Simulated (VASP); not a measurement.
# CdSe in VASP: further runs

CdSe is run at these levels: PBE; tasks: single point.

Program: VASP 6.6.1. These are calculated values, not measurements. Logs are shortened: lines on timing, memory, paths and dates and some standing lists are left out, and cuts for length are marked.

**1. The cell of the first run**

It takes space group P6_3mc (No. 186, hexagonal). Conventional cell: a = 4.300 Å, b = 4.300 Å, c = 7.020 Å, α = 90.00°, β = 90.00°, γ = 120.00°. Cd (site symmetry 3m) has 4 Se at 2.61 to 2.70 Å within 3.4 Å. Within 3.4 Å of Se (site symmetry 3m) lie 4 Cd at 2.61 to 2.70 Å.

**2. Single point, PBE**

The input, INCAR:

```
SYSTEM = CdSe
PREC     = Accurate       ! precision mode
ENCUT    = 520            ! plane-wave cutoff, eV
EDIFF    = 1E-7           ! SCF threshold, eV
ISMEAR   = 0              ! smearing method
SIGMA    = 0.05           ! smearing width, eV
LREAL    = .False.        ! projectors in reciprocal space
LASPH    = .True.         ! aspherical terms in the spheres
NELM     = 80             ! most SCF steps
ALGO     = Normal         ! electronic algorithm
ISIF     = 2              ! what is computed and relaxed
LWAVE    = .False.        ! write WAVECAR
LCHARG   = .False.        ! write CHGCAR
GGA      = PE             ! functional
NBANDS   = 26             ! bands
```

The input, KPOINTS:

```
Automatic mesh
0
Gamma
  9 9 4
  0 0 0
```

The input, POSCAR:

```
CdSe
1.0
    4.3000000000      0.0000000000      0.0000000000
   -2.1500000000      3.7239092363      0.0000000000
    0.0000000000      0.0000000000      7.0200000000
Cd Se
2 2
Direct
    0.3333333333      0.6666666667      0.0000000000
    0.6666666667      0.3333333333      0.5000000000
    0.3333333333      0.6666666667      0.3850000000
    0.6666666667      0.3333333333      0.8850000000
```

Potentials or basis: VASP PAW PBE potentials, release 64 (Cd, Se).

Command:

```console
> cat potpaw_PBE.64/Cd/POTCAR potpaw_PBE.64/Se/POTCAR > POTCAR
> mpirun -np 1 vasp_std > vasp.out
```

OUTCAR:

```text
SYSTEM = CdSe
   PREC = Accurate
   ENCUT = 520
   EDIFF = 1E-7
   ISMEAR = 0
   LREAL = .False.
   LASPH = .True.
   NELM = 80
   ISIF = 2
   GGA = PE

 ion  position               nearest neighbor table
   1  0.333  0.667  0.000-   4 2.61   4 2.61   4 2.61   3 2.70
   2  0.667  0.333  0.500-   3 2.61   3 2.61   3 2.61   4 2.70
   3  0.333  0.667  0.385-   2 2.61   2 2.61   2 2.61   1 2.70
   4  0.667  0.333  0.885-   1 2.61   1 2.61   1 2.61   2 2.70

  LATTYP: Found a hexagonal cell.
 ALAT       =     4.3000000000
 C/A-ratio  =     1.6325581395

  Lattice vectors:

 A1 = (   4.3000000000,   0.0000000000,   0.0000000000)
 A2 = (  -2.1500000000,   3.7239092363,   0.0000000000)
 A3 = (   0.0000000000,   0.0000000000,   7.0200000000)

Analysis of symmetry for initial positions (statically):
=====================================================================
 Subroutine PRICEL returns:
 Original cell was already a primitive cell.

 Routine SETGRP: Setting up the symmetry group for a
 hexagonal supercell.

 Subroutine GETGRP returns: Found 12 space group operations
 (whereof  6 operations were pure point group operations)
 out of a pool of 24 trial point group operations.

The static configuration has the point symmetry C_3v.
 The point group associated with its full space group is C_6v.

Analysis of symmetry for dynamics (positions and initial velocities):
=====================================================================
 Subroutine PRICEL returns:
 Original cell was already a primitive cell.

 Routine SETGRP: Setting up the symmetry group for a
 hexagonal supercell.

 Subroutine GETGRP returns: Found 12 space group operations
 (whereof  6 operations were pure point group operations)
 out of a pool of 24 trial point group operations.

The dynamic configuration has the point symmetry C_3v.
 The point group associated with its full space group is C_6v.

 Subroutine INISYM returns: Found 12 space group operations
 (whereof  6 operations are pure point group operations),
 and found     1 'primitive' translations

----------------------------------------------------------------------------------------

                                     Primitive cell

  volume of cell :     112.4099

  direct lattice vectors                    reciprocal lattice vectors
     4.300000000  0.000000000  0.000000000     0.232558140  0.134267504  0.000000000
    -2.150000000  3.723909236  0.000000000     0.000000000  0.268535009  0.000000000
     0.000000000  0.000000000  7.020000000     0.000000000  0.000000000  0.142450142

  length of vectors
     4.300000000  4.300000000  7.020000000     0.268535009  0.268535009  0.142450142

  position of ions in fractional coordinates (direct lattice)
     0.333333333  0.666666667  0.000000000
     0.666666667  0.333333333  0.500000000
     0.333333333  0.666666667  0.385000000
     0.666666667  0.333333333  0.885000000

  ion indices of the primitive-cell ions
   primitive index   ion index
                 1           1
                 2           2
                 3           3
                 4           4

----------------------------------------------------------------------------------------

 KPOINTS: Automatic mesh

Automatic generation of k-mesh.
 Grid dimensions read from file:
 generate k-points for:    9    9    4

 Generating k-lattice:

  Cartesian coordinates                     Fractional coordinates (reciprocal lattice)
     0.025839793  0.014918612  0.000000000     0.111111111  0.000000000  0.000000000
     0.000000000  0.029837223  0.000000000     0.000000000  0.111111111  0.000000000
     0.000000000  0.000000000  0.035612536     0.000000000  0.000000000  0.250000000

  Length of vectors
     0.029837223  0.029837223  0.035612536

  Shift w.r.t. Gamma in fractional coordinates (k-lattice)
     0.000000000  0.000000000  0.000000000

 Subroutine IBZKPT returns following result:
 ===========================================

 Found     36 irreducible k-points:

 Following reciprocal coordinates:
            Coordinates               Weight
  0.000000  0.000000  0.000000      1.000000
  0.111111 -0.000000  0.000000      6.000000
  0.222222  0.000000  0.000000      6.000000
  0.333333 -0.000000  0.000000      6.000000
  0.444444  0.000000  0.000000      6.000000
  0.111111  0.111111  0.000000      6.000000
[... 16 lines left out ...]
  0.333333  0.222222  0.250000     24.000000
  0.333333  0.333333  0.250000      4.000000
 [... further k-points ...]
   k-points           NKPTS =     36   k-points in BZ     NKDIM =     36   number of bands    NBANDS=     26
   number of dos      NEDOS =    301   number of ions     NIONS =      4
   total plane-waves  NPLWV =  55296
   dimension x,y,z NGX =    32 NGY =   32 NGZ =   54
   dimension x,y,z NGXF=    64 NGYF=   64 NGZF=  108
   ions per type =               2   2
   NGX,Y,Z   is equivalent  to a cutoff of  12.37, 12.37, 12.79 a.u.
   NGXF,Y,Z  is equivalent  to a cutoff of  24.74, 24.74, 25.58 a.u.
 SYSTEM =  CdSe
   PREC   = accura    normal or accurate (medium, high low for compatibility)
   ISTART =      0    job   : 0-new  1-cont  2-samecut
   ICHARG =      2    charge: 1-file 2-atom 10-const
   ISPIN  =      1    spin polarized calculation?
   LNONCOLLINEAR =      F non collinear calculations
   LSORBIT =      F    spin-orbit coupling
   LASPH  =      T    aspherical Exc in radial PAW
   ENCUT  =  520.0 eV  38.22 Ry    6.18 a.u.   8.00  8.00 13.05*2*pi/ulx,y,z
   NELM   =     80;   NELMIN=  2; NELMDL= -5     # of ELM steps
   EDIFF  = 0.1E-06   stopping-criterion for ELM
   LREAL  =      F    real-space projection
   EDIFFG = 0.1E-05   stopping-criterion for IOM
   NSW    =      0    number of steps for IOM
   IBRION =     -1    ionic relax: 0-MD 1-quasi-New 2-CG
   NFREE  =      0    steps in history (QN), initial steepest desc. (CG)
   ISIF   =      2    stress and relaxation
   ISYM   =      2    0-nonsym 1-usesym 2-fastsym
   POTIM  = 0.5000    time-step for ionic-motion
   TEBEG  =    0.0;   TEEND  =   0.0 temperature during run
   PSTRESS=    0.0 pullay stress
   NELECT =      36.0000    total number of electrons
   NUPDOWN=      -1.0000    fix difference up-down
   EMIN   =  10.00;   EMAX   =-10.00  energy-range for DOS
   EFERMI =   0.00;   METHOD = LEGACY
   ISMEAR =     0;   SIGMA  =   0.05  broadening in eV -4-tet -1-fermi 0-gaus
   EFERMI_NEDOS =   21; number of points for ismear=-14 and -15
   IALGO  =     38    algorithm
   IMIX   =      4    mixing-type and parameters
     AMIX     =   0.40;   BMIX     =  1.00
     AMIX_MAG =   1.60;   BMIX_MAG =  1.00
  volume/ion in A,a.u.               =      28.10       189.64
  Fermi-wavevector in a.u.,A,eV,Ry     =   1.120059  2.116604 17.068937  1.254531
  Thomas-Fermi vector in A             =   2.256702
   LORBIT       =      0    0 simple, 1 ext, 2 COOP (PROOUT), +10 PAW based schemes
   GGA     = PE    functional components
   LHFCALC =     F    Hartree Fock is set to
   AEXX    =    0.0000 exact exchange contribution
   IVDW    =     0    specifies the selected vdW correction
   LEPSILON=     F    determine dielectric tensor
   LRPA    =     F    only Hartree local field effects (RPA)
 non-spin polarized calculation
 Gauss-broadening in eV      SIGMA  =   0.05
  energy-cutoff  :      520.00
  volume of cell :      112.41
 maximum number of plane-waves:      3046
 NGX is ok and might be reduce to    32
   NGX = 15   NGY = 15   NGZ = 27

 number of electron      35.9999998 magnetization

 Free energy of the ion-electron system (eV)
  ---------------------------------------------------
  ext. energy  EPLUGINS =         0.00000000
  ---------------------------------------------------
  free energy    TOTEN  =       -10.90569534 eV

  energy without entropy =      -10.90569534  energy(sigma->0) =      -10.90569534

 E-fermi :   1.1693     XC(G=0):  -8.8822

 val. band max:        0.9358796505   @ k =   0.0000   0.0000   0.0000
 cond. band min:       1.6388650125   @ k =   0.0000   0.0000   0.0000
 fundamental gap:      0.7029853621
 Fermi energy:         1.1693043568

 k-point     1 :       0.0000    0.0000    0.0000
  band No.  band energies     occupation
      1     -11.6586      2.00000
      2     -11.2925      2.00000
      3      -6.9992      2.00000
      4      -6.9992      2.00000
      5      -6.9436      2.00000
      6      -6.9436      2.00000
[... 18 lines left out ...]
     25       7.9279      0.00000
     26       8.6653      0.00000

 k-point     2 :       0.1111   -0.0000    0.0000
  band No.  band energies     occupation
      1     -11.6196      2.00000
      2     -11.2734      2.00000
      3      -6.9827      2.00000
      4      -6.9762      2.00000
      5      -6.9262      2.00000
      6      -6.9231      2.00000
[... 18 lines left out ...]
     25       8.2309      0.00000
     26       8.4199      0.00000

 k-point     3 :       0.2222    0.0000    0.0000
  band No.  band energies     occupation
      1     -11.5172      2.00000
      2     -11.2277      2.00000
      3      -6.9437      2.00000
      4      -6.9262      2.00000
      5      -6.8707      2.00000
      6      -6.8582      2.00000
[... 18 lines left out ...]
     25       8.1213      0.00000
     26       9.0258      0.00000

 k-point     4 :       0.3333   -0.0000    0.0000
  band No.  band energies     occupation
      1     -11.3912      2.00000
      2     -11.1834      2.00000
      3      -6.9062      2.00000
      4      -6.8969      2.00000
      5      -6.8113      2.00000
      6      -6.7798      2.00000
[... 18 lines left out ...]
     25       8.7983      0.00000
     26       9.1581      0.00000
[... 496 lines left out ...]
      1     -11.3042      2.00000
      2     -11.1902      2.00000
      3      -6.8907      2.00000
      4      -6.8546      2.00000
      5      -6.8003      2.00000
      6      -6.7978      2.00000
[... 18 lines left out ...]
     25       8.4067      0.00000
     26       9.5259      0.00000

 k-point    23 :       0.3333    0.2222    0.2500
  band No.  band energies     occupation
      1     -11.2331      2.00000
      2     -11.1760      2.00000
      3      -6.8822      2.00000
      4      -6.8287      2.00000
      5      -6.7833      2.00000
      6      -6.7737      2.00000
[... 18 lines left out ...]
     25       9.0270      0.00000
     26       9.5916      0.00000

 k-point    24 :       0.3333    0.3333    0.2500
  band No.  band energies     occupation
      1     -11.1900      2.00000
      2     -11.1900      2.00000
      3      -6.8830      2.00000
      4      -6.7915      2.00000
      5      -6.7915      2.00000
      6      -6.7719      2.00000
[... 18 lines left out ...]
     25       9.5240      0.00000
     26       9.5240      0.00000

 [... further k-points ...]

------------------------ aborting loop because EDIFF is reached ----------------------------------------

  FORCE on cell =-STRESS in cart. coord.  units (eV):
  Direction    XX          YY          ZZ          XY          YZ          ZX
  --------------------------------------------------------------------------------------
  -------------------------------------------------------------------------------------
  Total        2.8339055      2.8339055      1.3641529      0.0000000      0.0000000      0.0000000
  in kB       40.3916220     40.3916220     19.4432553      0.0000000      0.0000000      0.0000000
  external PRESSURE =      33.4088331 kB  Pullay stress =       0.0000000 kB

 VOLUME and BASIS-vectors are now :
 -----------------------------------------------------------------------------
  energy-cutoff  :      520.00
  volume of cell :      112.41
      direct lattice vectors                 reciprocal lattice vectors
     4.300000000  0.000000000  0.000000000     0.232558140  0.134267504  0.000000000
    -2.150000000  3.723909236  0.000000000     0.000000000  0.268535009  0.000000000
     0.000000000  0.000000000  7.020000000     0.000000000  0.000000000  0.142450142

 POSITION                                       TOTAL-FORCE (eV/Angst)
 -----------------------------------------------------------------------------------
     -0.00000      2.48261      0.00000         0.000000      0.000000      0.290868
      2.15000      1.24130      3.51000        -0.000000      0.000000      0.290868
     -0.00000      2.48261      2.70270        -0.000000      0.000000     -0.290868
      2.15000      1.24130      6.21270         0.000000     -0.000000     -0.290868
 -----------------------------------------------------------------------------------
    total drift:                               -0.000000     -0.000000      0.000093

  FREE ENERGIE OF THE ION-ELECTRON SYSTEM (eV)
  ---------------------------------------------------
  free  energy   TOTEN  =       -10.9056953438 eV

  energy  without entropy=      -10.9056953438  energy(sigma->0) =      -10.90569534
```

It took 64 s on 1 thread of Intel Xeon Platinum 8488C (Sapphire Rapids), shared host; peak memory 0.27 GiB.

Results:

```yaml
Free_energy: -10.9057 eV
Pressure: 3.3 GPa
Largest_force: 0.291 eV/Å
Band_gap_on_the_k_mesh: 0.70 eV
```

Forces on the atoms (eV/Å):
```
Cd   0.000  0.000  0.291
Cd   0.000  0.000  0.291
Se   0.000  0.000 -0.291
Se   0.000  0.000 -0.291
```

Levels at points of the mesh, in eV from the valence-band top:
```csv
k point,band 15,band 16,band 17,band 18,band 19,band 20,band 21,band 22
"(0.00, 0.00, 0.00)",-0.72,-0.01,0.00,0.00,0.70,2.12,5.88,5.88
"(0.00, 0.00, 0.50)",-0.37,-0.37,-0.37,-0.37,2.34,2.34,5.83,5.83
```

Caveat: the cell stands under pressure; semilocal functionals underestimate gaps, and a narrow one can read as zero.

**3. Single point, PBE**

The input, INCAR:

```
ALGO = Normal ; EDIFF = 1E-7
ENCUT = 520 ; GGA = PE
ISIF = 2 ; ISMEAR = 0
LASPH = True ; LCHARG = False
LREAL = False ; LWAVE = False
NBANDS = 26 ; NELECT = 35.8
NELM = 80 ; PREC = Accurate
SIGMA = 0.05
```

The input, KPOINTS:

```
k-points
0
Gamma
  9 9 4
```

POSCAR is that of step 2.

Potentials or basis: VASP PAW PBE potentials, release 64 (Cd, Se).

Command:

```console
> cat potpaw_PBE.64/Cd/POTCAR potpaw_PBE.64/Se/POTCAR > POTCAR
> mpirun -np 1 vasp_std > vasp.out
```

It took 63 s on 1 thread of Intel Xeon Platinum 8488C (Sapphire Rapids), shared host; peak memory 0.27 GiB.

Results (log left out):

```yaml
Free_energy: -11.0596 eV
Largest_force: 0.296 eV/Å
```

Forces on the atoms (eV/Å):
```
Cd   0.000  0.000  0.296
Cd   0.000  0.000  0.296
Se   0.000  0.000 -0.296
Se   0.000  0.000 -0.296
```

Levels at points of the mesh, in eV from the Fermi level:
| k point | band 16 | band 17 | band 18 | band 19 | band 20 | band 21 |
| --- | --- | --- | --- | --- | --- | --- |
| (0.00, 0.00, 0.00) | 0.25 | 0.26 | 0.26 | 1.03 | 2.44 | 6.21 |
| (0.00, 0.00, 0.50) | -0.11 | -0.11 | -0.11 | 2.65 | 2.65 | 6.16 |

Caveat: the cell carries a net charge on a neutralising background, which shifts energy and pressure; the cell is charged against a uniform background, so pressure and absolute levels hang on convention.

**4. Single point, PBE**

The input, INCAR:

```
SYSTEM = CdSe
ALGO = Normal
EDIFF = 1E-6
ENCUT = 520
GGA = PE
ISIF = 2
ISMEAR = 0
LASPH = .TRUE.
LCHARG = .FALSE.
LREAL = .FALSE.
LWAVE = .FALSE.
NBANDS = 26
NELECT = 36.2
NELM = 100
PREC = Accurate
SIGMA = 0.05
```

The input, KPOINTS:

```
k-points
0
G
  9 9 4
  0 0 0
```

POSCAR is that of step 3.

Command:

```console
> cat potpaw_PBE.64/Cd/POTCAR potpaw_PBE.64/Se/POTCAR > POTCAR
> mpirun -np 1 vasp_std > vasp.out
```

It took 52 s on 1 thread of Intel Xeon Platinum 8488C (Sapphire Rapids), shared host; peak memory 0.28 GiB.

It converged, with:

* Free energy: -10.3178 eV
* Largest force: 0.285 eV/Å

Forces on the atoms (eV/Å):
```
Cd   0.000  0.000  0.285
Cd   0.000  0.000  0.285
Se   0.000  0.000 -0.285
Se   0.000  0.000 -0.285
```

Levels at points of the mesh, in eV from the Fermi level:
| k point | band 16 | band 17 | band 18 | band 19 | band 20 | band 21 |
| --- | --- | --- | --- | --- | --- | --- |
| (0.00, 0.00, 0.00) | -2.37 | -2.36 | -2.36 | -1.71 | -0.28 | 3.47 |
| (0.00, 0.00, 0.50) | -2.74 | -2.74 | -2.74 | -0.06 | -0.06 | 3.42 |

Caveat: the cell carries a net charge on a neutralising background, which shifts energy and pressure; the cell is charged against a uniform background, so pressure and absolute levels hang on convention.

(Continued in part 2 of 2.)
